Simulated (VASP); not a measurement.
# TaN (I4/mmm) in VASP: a series of runs

TaN is run at these levels: r2SCAN; tasks: single point.

All numbers are computed with VASP 6.6.1; they aren't measurements. Logs are shortened: lines on timing, memory, paths and dates and some standing lists are left out, and cuts for length are marked.

## 1. The cell of the first run

The structure is tetragonal, space group I4/mmm (No. 139). Conventional cell: a = 3.082 Å, b = 3.082 Å, c = 4.445 Å, α = 90.00°, β = 90.00°, γ = 90.00°. Within 2.9 Å of Ta (site symmetry 4/mmm) lie 6 N at 2.18 to 2.22 Å. N (site symmetry 4/mmm) has 6 Ta at 2.18 to 2.22 Å within 2.9 Å.

## 2. Single point, r2SCAN (strain +0.0200 x Voigt [0, 1, 0, 0, 0, 0])

Input file POSCAR:

```
TaN
1.0
    0.0000000000      2.2225800000      2.1790000000
    2.1790000000      0.0000000000      2.1790000000
    2.1790000000      2.2225800000      0.0000000000
Ta N
1 1
Direct
    0.5000000000      0.5000000000      0.5000000000
    0.0000000000      0.0000000000      0.0000000000
```

Input file INCAR.step1:

```
SYSTEM = TaN
PREC = Accurate
ENCUT = 770
ISMEAR = 0
SIGMA = 0.15
LREAL = .FALSE.
LASPH = .TRUE.
NELM = 120
NBANDS = 16
GGA = PE
ALGO = Normal
EDIFF = 1E-5
LWAVE = .TRUE.
LCHARG = .FALSE.
GGA_COMPAT = .FALSE.
```

Input file INCAR.step2:

```
SYSTEM = TaN
PREC = Accurate
ENCUT = 770
EDIFF = 1E-6
ISMEAR = 0
SIGMA = 0.15
LREAL = .FALSE.
LASPH = .TRUE.
NELM = 120
ALGO = Normal
ISIF = 2
LWAVE = .FALSE.
LCHARG = .FALSE.
METAGGA = R2SCAN
LMIXTAU = .TRUE.
NBANDS = 16
ISTART = 1
GGA_COMPAT = .FALSE.
```

Input file KPOINTS:

```
regular mesh
0
G
  18 18 18
  0 0 0
```

Potentials or basis: VASP PAW PBE potentials, release 64 (Ta_sv_GW, N).

On the command line:

```bash
> cat potpaw_PBE.64/Ta_sv_GW/POTCAR potpaw_PBE.64/N/POTCAR > POTCAR
> cp INCAR.step1 INCAR
> mpirun -np 1 vasp_std > vasp.out
> cp INCAR.step2 INCAR
> mpirun -np 1 vasp_std > vasp.out
```

OUTCAR:

```text
SYSTEM = TaN
   PREC = Accurate
   ENCUT = 770
   EDIFF = 1E-6
   ISMEAR = 0
   LREAL = .FALSE.
   LASPH = .TRUE.
   NELM = 120
   ISIF = 2
   METAGGA = R2SCAN
   ISTART = 1

 ion  position               nearest neighbor table
   1  0.500  0.500  0.500-   2 2.18   2 2.18   2 2.18   2 2.18   2 2.22   2 2.22
   2  0.000  0.000  0.000-   1 2.18   1 2.18   1 2.18   1 2.18   1 2.22   1 2.22

  LATTYP: Found a body centered tetragonal cell.
 ALAT       =     3.0815713524
 C/A-ratio  =     1.4424978336

  Lattice vectors:

 A1 = (   0.0000000000,  -2.2225800000,   2.1790000000)
 A2 = (   0.0000000000,  -2.2225800000,  -2.1790000000)
 A3 = (   2.1790000000,   2.2225800000,   0.0000000000)

Analysis of symmetry for initial positions (statically):
=====================================================================
 Subroutine PRICEL returns:
 Original cell was already a primitive cell.

 Routine SETGRP: Setting up the symmetry group for a
 body centered tetragonal supercell.

 Subroutine GETGRP returns: Found 16 space group operations
 (whereof 16 operations were pure point group operations)
 out of a pool of 16 trial point group operations.

The static configuration has the point symmetry D_4h.

Analysis of symmetry for dynamics (positions and initial velocities):
=====================================================================
 Subroutine PRICEL returns:
 Original cell was already a primitive cell.

 Routine SETGRP: Setting up the symmetry group for a
 body centered tetragonal supercell.

 Subroutine GETGRP returns: Found 16 space group operations
 (whereof 16 operations were pure point group operations)
 out of a pool of 16 trial point group operations.

The dynamic configuration has the point symmetry D_4h.

 Subroutine INISYM returns: Found 16 space group operations
 (whereof 16 operations are pure point group operations),
 and found     1 'primitive' translations

----------------------------------------------------------------------------------------

                                     Primitive cell

  volume of cell :      21.1058

  direct lattice vectors                    reciprocal lattice vectors
     0.000000000  2.222580000  2.179000000    -0.229463056  0.224963781  0.229463056
     2.179000000  0.000000000  2.179000000     0.229463056 -0.224963781  0.229463056
     2.179000000  2.222580000  0.000000000     0.229463056  0.224963781 -0.229463056

[... 75 lines left out ...]
   ISTART =      1    job   : 0-new  1-cont  2-samecut
   ICHARG =      0    charge: 1-file 2-atom 10-const
   ISPIN  =      1    spin polarized calculation?
   LNONCOLLINEAR =      F non collinear calculations
   LSORBIT =      F    spin-orbit coupling
   LASPH  =      T    aspherical Exc in radial PAW
   ENCUT  =  770.0 eV  56.59 Ry    7.52 a.u.   7.04  6.97  7.04*2*pi/ulx,y,z
   NELM   =    120;   NELMIN=  2; NELMDL=  0     # of ELM steps
   EDIFF  = 0.1E-05   stopping-criterion for ELM
   LREAL  =      F    real-space projection
   EDIFFG = 0.1E-04   stopping-criterion for IOM
   NSW    =      0    number of steps for IOM
   IBRION =     -1    ionic relax: 0-MD 1-quasi-New 2-CG
   NFREE  =      0    steps in history (QN), initial steepest desc. (CG)
   ISIF   =      2    stress and relaxation
   ISYM   =      2    0-nonsym 1-usesym 2-fastsym
   POTIM  = 0.5000    time-step for ionic-motion
   TEBEG  =    0.0;   TEEND  =   0.0 temperature during run
   PSTRESS=    0.0 pullay stress
   NELECT =      18.0000    total number of electrons
   NUPDOWN=      -1.0000    fix difference up-down
   EMIN   =  10.00;   EMAX   =-10.00  energy-range for DOS
   EFERMI =   0.00;   METHOD = LEGACY
   ISMEAR =     0;   SIGMA  =   0.15  broadening in eV -4-tet -1-fermi 0-gaus
   EFERMI_NEDOS =   21; number of points for ismear=-14 and -15
   IALGO  =     38    algorithm
   IMIX   =      4    mixing-type and parameters
     AMIX     =   0.40;   BMIX     =  1.00
     AMIX_MAG =   1.60;   BMIX_MAG =  1.00
  volume/ion in A,a.u.               =      10.55        71.21
  Fermi-wavevector in a.u.,A,eV,Ry     =   1.552500  2.933800 32.793543  2.410257
  Thomas-Fermi vector in A             =   2.656867
   LORBIT       =      0    0 simple, 1 ext, 2 COOP (PROOUT), +10 PAW based schemes
   METAGGA = R2SCAN    functional components
   LHFCALC =     F    Hartree Fock is set to
   AEXX    =    0.0000 exact exchange contribution
   IVDW    =     0    specifies the selected vdW correction
   LEPSILON=     F    determine dielectric tensor
   LRPA    =     F    only Hartree local field effects (RPA)
 non-spin polarized calculation
 Gauss-broadening in eV      SIGMA  =   0.15
  energy-cutoff  :      770.00
  volume of cell :       21.11
 maximum number of plane-waves:      1038
   NGX = 15   NGY = 13   NGZ = 15

 number of electron      18.0000000 magnetization

 Free energy of the ion-electron system (eV)
  ---------------------------------------------------
  ext. energy  EPLUGINS =         0.00000000
  ---------------------------------------------------
  free energy    TOTEN  =       -62.19841953 eV

  energy without entropy =      -62.18938972  energy(sigma->0) =      -62.19390463

 E-fermi :  14.0030     XC(G=0): -14.8107

 val. band max:       14.0009849680   @ k =   0.3333  -0.3333   0.1667
 cond. band min:      14.0042334084   @ k =  -0.2222   0.0000   0.2222
 fundamental gap:      0.0032484405
 Fermi energy:        14.0029513036

 k-point     1 :       0.0000    0.0000    0.0000
  band No.  band energies     occupation
      1     -57.6579      2.00000
      2     -23.1446      2.00000
      3     -23.1297      2.00000
      4     -23.1297      2.00000
      5      -6.0752      2.00000
      6       9.7576      2.00000
[... 433 lines left out ...]
      3     -23.2025      2.00000
      4     -23.1667      2.00000
      5      -4.7910      2.00000
      6       5.9523      2.00000
[... 8 lines left out ...]
     15      26.7859      0.00000
     16      30.8317      0.00000

 [... further k-points ...]
[... 5 lines left out ...]
  --------------------------------------------------------------------------------------
  -------------------------------------------------------------------------------------
  Total        0.8880739     -0.7181879      0.8880739     -0.0000000      0.0000000      0.0000000
  in kB       67.4152029    -54.5188658     67.4152029     -0.0000000      0.0000000      0.0000000
  external PRESSURE =      26.7705134 kB  Pullay stress =       0.0000000 kB

 VOLUME and BASIS-vectors are now :
 -----------------------------------------------------------------------------
  energy-cutoff  :      770.00
  volume of cell :       21.11
      direct lattice vectors                 reciprocal lattice vectors
     0.000000000  2.222580000  2.179000000    -0.229463056  0.224963781  0.229463056
     2.179000000  0.000000000  2.179000000     0.229463056 -0.224963781  0.229463056
     2.179000000  2.222580000  0.000000000     0.229463056  0.224963781 -0.229463056

 POSITION                                       TOTAL-FORCE (eV/Angst)
 -----------------------------------------------------------------------------------
      2.17900      2.22258      2.17900        -0.000000     -0.000000      0.000000
      0.00000      0.00000      0.00000         0.000000      0.000000     -0.000000
 -----------------------------------------------------------------------------------
    total drift:                                0.000000      0.000000      0.000000

  FREE ENERGIE OF THE ION-ELECTRON SYSTEM (eV)
  ---------------------------------------------------
  free  energy   TOTEN  =       -62.1984195286 eV

  energy  without entropy=      -62.1893897241  energy(sigma->0) =      -62.19390463
```

OUTCAR.step1:

```text
SYSTEM = TaN
   PREC = Accurate
   ENCUT = 770
   ISMEAR = 0
   LREAL = .FALSE.
   LASPH = .TRUE.
[... 678 lines left out ...]
      2.17900      2.22258      2.17900         0.000000      0.000000      0.000000
      0.00000      0.00000      0.00000         0.000000      0.000000     -0.000000
 -----------------------------------------------------------------------------------
    total drift:                                0.000000      0.000000      0.000000

  FREE ENERGIE OF THE ION-ELECTRON SYSTEM (eV)
  ---------------------------------------------------
  free  energy   TOTEN  =       -24.3459615499 eV

  energy  without entropy=      -24.3364522578  energy(sigma->0) =      -24.34120690
```

Run time: 16 min. Hardware: 1 thread of Intel Xeon Platinum 8488C (Sapphire Rapids), shared host; peak memory 0.43 GiB.

Results:

```
Free energy            : -62.1984 eV
Pressure               : 2.7 GPa
Band gap on the k mesh : zero (bands 9 and 10 overlap by 3.98 eV)
```

Stress tensor (GPa, compression positive):
```
 6.74  0.00  0.00
 0.00 -5.45  0.00
 0.00  0.00  6.74
```

Levels at points of the mesh, in eV from the Fermi level:
| k point | band 5 | band 6 | band 7 | band 8 | band 9 | band 10 | band 11 | band 12 | band 13 | band 14 |
| --- | --- | --- | --- | --- | --- | --- | --- | --- | --- | --- |
| (0.00, 0.00, 0.00) | -20.08 | -4.25 | -4.17 | -4.17 | -2.35 | -2.11 | -2.11 | -0.06 | 0.29 | 1.90 |
| (0.50, 0.00, 0.00) | -17.03 | -10.90 | -8.05 | -8.05 | 1.87 | 1.99 | 2.12 | 4.03 | 7.63 | 8.16 |
| (0.50, 0.50, 0.00) | -18.84 | -7.05 | -5.68 | -5.10 | -5.04 | 2.25 | 3.44 | 3.73 | 4.85 | 7.53 |
| (0.50, 0.00, 0.50) | -18.86 | -7.26 | -5.64 | -4.97 | -4.97 | 2.25 | 3.58 | 3.58 | 4.74 | 7.43 |

Caveat: the cell differs from its parent crystal (strain +0.0200 x Voigt [0, 1, 0, 0, 0, 0]); the stress differs along the axes, from -5 to 7 GPa; the PAW data sets were made with another functional, which shifts forces and pressure a little; spin-orbit coupling is left out, which moves the levels of the heavy elements.

## 3. Single point, r2SCAN (strain +0.0150 x Voigt [0, 1, 0, 0, 0, 0])

Input file POSCAR:

```
TaN
1.0
    0.0000000000      2.2116850000      2.1790000000
    2.1790000000      0.0000000000      2.1790000000
    2.1790000000      2.2116850000      0.0000000000
Ta N
1 1
Direct
    0.5000000000      0.5000000000      0.5000000000
    0.0000000000      0.0000000000      0.0000000000
```

Input file INCAR.step1:

```
PREC = Accurate
ENCUT = 770
ISMEAR = 0
SIGMA = 0.15
LREAL = False
LASPH = True
NELM = 120
NBANDS = 16
GGA = PE
ALGO = Normal
EDIFF = 1E-5
LWAVE = True
LCHARG = False
GGA_COMPAT = False
```

Input file INCAR.step2:

```
PREC = Accurate
ENCUT = 770
EDIFF = 1E-6
ISMEAR = 0
SIGMA = 0.15
LREAL = False
LASPH = True
NELM = 120
ALGO = Normal
ISIF = 2
LWAVE = False
LCHARG = True
METAGGA = R2SCAN
LMIXTAU = True
LELF = True
LVHAR = True
NBANDS = 16
ISTART = 1
GGA_COMPAT = False
```

Input file KPOINTS:

```
Automatic mesh
0
Gamma
  18 18 18
```

Potentials or basis: VASP PAW PBE potentials, release 64 (Ta_sv_GW, N).

On the command line:

```bash
> cat potpaw_PBE.64/Ta_sv_GW/POTCAR potpaw_PBE.64/N/POTCAR > POTCAR
> cp INCAR.step1 INCAR
> mpirun -np 1 vasp_std > vasp.out
> cp INCAR.step2 INCAR
> mpirun -np 1 vasp_std > vasp.out
```

OUTCAR:

```text
PREC = Accurate
   ENCUT = 770
   EDIFF = 1E-6
   ISMEAR = 0
   LREAL = False
   LASPH = True
   NELM = 120
   ISIF = 2
   METAGGA = R2SCAN
   ISTART = 1

 ion  position               nearest neighbor table
   1  0.500  0.500  0.500-   2 2.18   2 2.18   2 2.18   2 2.18   2 2.21   2 2.21
   2  0.000  0.000  0.000-   1 2.18   1 2.18   1 2.18   1 2.18   1 2.21   1 2.21

  LATTYP: Found a body centered tetragonal cell.
 ALAT       =     3.0815713524
 C/A-ratio  =     1.4354267658

  Lattice vectors:

 A1 = (   0.0000000000,  -2.2116850000,   2.1790000000)
[... 625 lines left out ...]
      3     -23.1182      2.00000
      4     -23.0809      2.00000
      5      -4.7396      2.00000
      6       5.9999      2.00000
[... 8 lines left out ...]
     15      26.8975      0.00000
     16      30.9981      0.00000

 [... further k-points ...]
[... 5 lines left out ...]
  --------------------------------------------------------------------------------------
  -------------------------------------------------------------------------------------
  Total        0.9817210     -0.2574072      0.9817210     -0.0000000     -0.0000000      0.0000000
  in kB       74.8912255    -19.6364757     74.8912255     -0.0000000     -0.0000000      0.0000000
  external PRESSURE =      43.3819917 kB  Pullay stress =       0.0000000 kB

 VOLUME and BASIS-vectors are now :
 -----------------------------------------------------------------------------
  energy-cutoff  :      770.00
  volume of cell :       21.00
      direct lattice vectors                 reciprocal lattice vectors
     0.000000000  2.211685000  2.179000000    -0.229463056  0.226071977  0.229463056
     2.179000000  0.000000000  2.179000000     0.229463056 -0.226071977  0.229463056
     2.179000000  2.211685000  0.000000000     0.229463056  0.226071977 -0.229463056

 POSITION                                       TOTAL-FORCE (eV/Angst)
 -----------------------------------------------------------------------------------
      2.17900      2.21169      2.17900         0.000000     -0.000000      0.000000
      0.00000      0.00000      0.00000         0.000000      0.000000      0.000000
 -----------------------------------------------------------------------------------
    total drift:                                0.000000      0.000000      0.000000

  FREE ENERGIE OF THE ION-ELECTRON SYSTEM (eV)
  ---------------------------------------------------
  free  energy   TOTEN  =       -62.2007563820 eV

  energy  without entropy=      -62.1917169323  energy(sigma->0) =      -62.19623666
```

OUTCAR.step1:

```text
PREC = Accurate
   ENCUT = 770
   ISMEAR = 0
   LREAL = False
   LASPH = True
[... 678 lines left out ...]
      2.17900      2.21169      2.17900        -0.000000      0.000000      0.000000
      0.00000      0.00000      0.00000         0.000000     -0.000000     -0.000000
 -----------------------------------------------------------------------------------
    total drift:                                0.000000      0.000000      0.000000

  FREE ENERGIE OF THE ION-ELECTRON SYSTEM (eV)
  ---------------------------------------------------
  free  energy   TOTEN  =       -24.3450742002 eV

  energy  without entropy=      -24.3355822781  energy(sigma->0) =      -24.34032824
```

OSZICAR.step1:

```text
N       E                     dE             d eps       ncg     rms          rms(c)
DAV:   1     0.145112445909E+03    0.14511E+03   -0.13992E+04 15376   0.157E+03
DAV:   2    -0.219116662325E+02   -0.16702E+03   -0.15961E+03 22400   0.399E+02
DAV:   3    -0.284027611614E+02   -0.64911E+01   -0.64764E+01 18232   0.703E+01
DAV:   4    -0.285620659840E+02   -0.15930E+00   -0.15930E+00 21984   0.798E+00
DAV:   5    -0.285652495205E+02   -0.31835E-02   -0.31835E-02 18552   0.794E-01    0.448E+01
DAV:   6    -0.244795693036E+02    0.40857E+01   -0.89304E+00 19256   0.284E+01    0.480E+01
DAV:   7    -0.243940324272E+02    0.85537E-01   -0.48610E-01 15872   0.600E+00    0.250E+01
DAV:   8    -0.243465541933E+02    0.47478E-01   -0.14091E-01 19968   0.331E+00    0.213E+00
DAV:   9    -0.243450892977E+02    0.14649E-02   -0.60497E-03 18480   0.732E-01    0.834E-01
DAV:  10    -0.243450708749E+02    0.18423E-04   -0.13534E-03 16864   0.361E-01    0.155E-01
DAV:  11    -0.243450833266E+02   -0.12452E-04   -0.85693E-05 18312   0.107E-01    0.200E-01
DAV:  12    -0.243450742002E+02    0.91264E-05   -0.17691E-05 14480   0.439E-02
   1 F= -.24345074E+02 E0= -.24340328E+02  d E =-.949192E-02
```

Wall time 6.8 min (1 thread of Intel Xeon 6975P-C (Granite Rapids), shared host); peak memory 0.43 GiB.

What came out:

| Quantity | Value |
| --- | --- |
| Free energy | -62.2008 eV |
| Pressure | 4.3 GPa |
| Band gap on the k mesh | zero (bands 9 and 10 overlap by 4.04 eV) |

Levels at points of the mesh, in eV from the Fermi level:
```tsv
k point	band 5	band 6	band 7	band 8	band 9	band 10	band 11	band 12	band 13	band 14
(0.00, 0.00, 0.00)	-20.12	-4.25	-4.19	-4.19	-2.33	-2.14	-2.14	0.01	0.26	1.91
(0.50, 0.00, 0.00)	-17.04	-10.94	-8.09	-8.09	1.90	2.00	2.11	4.05	7.76	8.16
(0.50, 0.50, 0.00)	-18.88	-7.08	-5.71	-5.10	-5.05	2.27	3.51	3.72	4.89	7.58
(0.50, 0.00, 0.50)	-18.90	-7.24	-5.68	-5.00	-5.00	2.27	3.61	3.61	4.81	7.50
```

Caveat: the cell differs from its parent crystal (strain +0.0150 x Voigt [0, 1, 0, 0, 0, 0]); the stress differs along the axes, from -2 to 7 GPa; the PAW data sets were made with another functional, which shifts forces and pressure a little; spin-orbit coupling is left out, which moves the levels of the heavy elements.
